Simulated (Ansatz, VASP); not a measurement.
CuNi4 in VASP and in Ansatz

INCAR

```
SYSTEM = CuNi4
ALGO = Fast
EDIFF = 1E-7
ENCUT = 520
GGA = PE
ISIF = 2
ISMEAR = 0
ISPIN = 2
LASPH = .TRUE.
LCHARG = .TRUE.
LELF = .TRUE.
LMAXMIX = 4
LORBIT = 11
LREAL = .FALSE.
LVHAR = .TRUE.
LWAVE = .FALSE.
MAGMOM = 0 0 2 2 2 2 2 2 2 2
NBANDS = 66
NELM = 150
PREC = Accurate
SIGMA = 0.1
```

KPOINTS

```
k-points
0
G
  6 6 1
  0 0 0
```

File POSCAR:

```
CuNi4
1.0
    2.4708348500      0.0000000000      0.0000000000
   -1.2354174300      2.1398057500      0.0000000000
    0.0000000000      0.0000000000     20.0364722600
Cu Ni
2 8
Direct
    0.6666666700      0.3333333300      0.7500000000
    0.3333333300      0.6666666700      0.2500000000
    0.6666666700      0.3333333300      0.1500000000
    0.6666666700      0.3333333300      0.3500000000
    0.6666666700      0.3333333300      0.5500000000
    0.6666666700      0.3333333300      0.9500000000
    0.3333333300      0.6666666700      0.0500000000
    0.3333333300      0.6666666700      0.4500000000
    0.3333333300      0.6666666700      0.6500000000
    0.3333333300      0.6666666700      0.8500000000
```

Input for Ansatz:

```yaml
crystal:
  lattice:
    - [2.47083485, 0.0, 0.0]
    - [-1.23541743, 2.13980575, 0.0]
    - [0.0, 0.0, 20.03647226]
  atoms:
    - { symbol: Cu, position: [0.66666667, 0.33333333, 0.75] }
    - { symbol: Cu, position: [0.33333333, 0.66666667, 0.25] }
    - { symbol: Ni, position: [0.66666667, 0.33333333, 0.15], spin: 2.0 }
    - { symbol: Ni, position: [0.66666667, 0.33333333, 0.35], spin: 2.0 }
    - { symbol: Ni, position: [0.66666667, 0.33333333, 0.55], spin: 2.0 }
    - { symbol: Ni, position: [0.66666667, 0.33333333, 0.95], spin: 2.0 }
    - { symbol: Ni, position: [0.33333333, 0.66666667, 0.05], spin: 2.0 }
    - { symbol: Ni, position: [0.33333333, 0.66666667, 0.45], spin: 2.0 }
    - { symbol: Ni, position: [0.33333333, 0.66666667, 0.65], spin: 2.0 }
    - { symbol: Ni, position: [0.33333333, 0.66666667, 0.85], spin: 2.0 }
basis:
  ecutwfc: 420
kpoints:
  mp_grid: { grid: [6, 6, 1] }
hamiltonian:
  xc: pbe
scf:
  occupations: { method: gaussian, width: 0.1 }
  lower_state_search: "off"
output:
  forces: true
  stress: true
  eigenvalues: true
  populations: true
magnetization:
  spin_polarized: true
```

Alike in both runs: task single point; functional PBE; k mesh 6 × 6 × 1; occupations gaussian, width 0.1 eV; collinear spin.

|  | VASP | Ansatz |
| --- | --- | --- |
| version | VASP 6.6.1 | Ansatz 0.2.0 |
| potentials or method | VASP PAW PBE potentials, release 64 (Cu, Ni), cutoff 520 eV | scalar-relativistic, plane waves, PAW |
| valence electrons in the cell | 102 | 182 |

Ansatz gave:

* gap on the k mesh at the Fermi level (eV): none
* pressure (GPa): 9.3
* traceless stress, the component that is largest in VASP (GPa): 3.28
* rms of the force components (eV/Å): 0.139
* net moment per atom (μB): 0.42
* size of the moment on the site where the two differ most (μB): 0.68

Task: What did VASP give for the same quantities?

Result: gap on the k mesh at the Fermi level (eV): none; pressure (GPa): 9.3; traceless stress, the component that is largest in VASP (GPa): 3.27; rms of the force components (eV/Å): 0.142; net moment per atom (μB): 0.42; size of the moment on the site where the two differ most (μB): 0.65.

Site moments also hang on the region over which each program counts them. Atom by atom the forces differ by 0.003 eV/Å (rms over components). A gap of «none» marks a metal or a gap that the smearing closes. The functional is the same, so the differences come from potentials, cutoffs and numerics. VASP's potentials hold 102 valence electrons a cell and Ansatz's 182, so a difference there can come from the potentials and not from the codes.

The k mesh is coarse, so the values compare programs but aren't converged.
